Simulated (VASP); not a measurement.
Al2O3, 5 atoms in the cell. The structure is hexagonal, space group P-6m2 (No. 187). Conventional cell: a = 2.841 Å, b = 2.841 Å, c = 9.617 Å, α = 90.00°, β = 90.00°, γ = 120.00°. Al (site symmetry 3m) has 6 O at 1.78 to 2.18 Å within 2.4 Å. Within 2.4 Å of O (site symmetry 3m) lie 3 Al at 1.78 Å. Within 2.9 Å of O (site symmetry -6m2) lie 6 Al at 2.18 Å and 12 O at 2.69 to 2.84 Å.  This cell differs from its parent crystal: strain -0.015 along x and y, +0.030 along z.

```yaml
Program: VASP 6.6.1
Task: single point
Functional: r2SCAN
Potentials_or_basis: VASP PAW PBE potentials, release 64 (Al, O)
Cutoff: 520 eV
k_mesh: 12 × 12 × 4
Occupations: gaussian, width 0.05 eV
Spin: no spin polarisation
Dipole_correction: no
Further_INCAR_settings: ALGO = Normal; EDIFF = 1e-06; NBANDS = 20
```

Potentials or basis: VASP PAW PBE potentials, release 64 (Al, O).

The run is started by

```sh
$ cat potpaw_PBE.64/Al/POTCAR potpaw_PBE.64/O/POTCAR > POTCAR
$ cp INCAR.step1 INCAR
$ mpirun -np 1 vasp_std > vasp.out
$ cp INCAR.step2 INCAR
$ mpirun -np 1 vasp_std > vasp.out
```

Hardware: 1 thread of AMD EPYC 7R13 (shared host).

**Question.** Estimate the wall time of this run.

**Answer.** Wall time 13 min on 1 thread of AMD EPYC 7R13, on a shared host, peak memory 0.2 GiB. Counts: k points 57.
